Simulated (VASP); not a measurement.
# Pb: electric field gradients with PBEsol

The system is Pb.

```
CELL_PARAMETERS angstrom
3.49156 0.00000 0.00000
-1.74578 3.02378 0.00000
0.00000 0.00000 5.60857
ATOMIC_POSITIONS crystal
Pb 0.33333 0.66667 0.25000
Pb 0.66667 0.33333 0.75000
```

This isn't the form of Pb at room conditions, which is fcc.

* Program: VASP 6.6.1
* Task: electric field gradients
* Functional: PBEsol
* Potentials or basis: VASP PAW PBE potentials, release 64 (Pb_d)
* Cutoff: 520 eV
* k mesh: 12 × 12 × 7
* Occupations: fermi-dirac, width 0.05 eV
* Spin: no spin polarisation
* Dipole correction: no
* Further INCAR settings: ALGO = Normal; EDIFF = 1e-08; NBANDS = 21

```json
{
 "Pressure": "0.3 GPa",
 "Band gap on the k mesh": "zero (bands 14 and 15 overlap by 7.64 eV)",
 "Largest electric field gradient by atom": "Pb -10.4 V/Å²"
}
```

Stress tensor (GPa, compression positive):
```
0.23 0.00 0.00
0.00 0.23 0.00
0.00 0.00 0.53
```

Levels at points of the mesh, in eV from the Fermi level:
| k point | band 11 | band 12 | band 13 | band 14 | band 15 | band 16 | band 17 | band 18 |
| --- | --- | --- | --- | --- | --- | --- | --- | --- |
| (0.00, 0.00, 0.00) | -11.91 | -7.98 | -4.27 | 5.53 | 5.53 | 7.42 | 7.42 | 8.07 |
| (0.50, 0.00, 0.00) | -8.39 | -7.15 | -2.88 | -1.40 | -0.52 | 1.78 | 1.96 | 5.75 |

Electric field gradients, principal values (V/Å²):
| atom | least | middle | greatest (by size) |
| --- | --- | --- | --- |
| 1 Pb | 5.179 | 5.179 | -10.358 |
| 2 Pb | 5.179 | 5.179 | -10.358 |

It took 2.5 min on 1 thread of Intel Xeon 8259CL, with other jobs on the host, peak memory 0.22 GiB.

Caveat: without QUAD_EFG the Cq values of the log hold for a quadrupole moment of 1 mb, not for the nuclei; the PAW data sets were made with another functional, which shifts forces and pressure a little; spin-orbit coupling is left out, which moves the levels of the heavy elements.
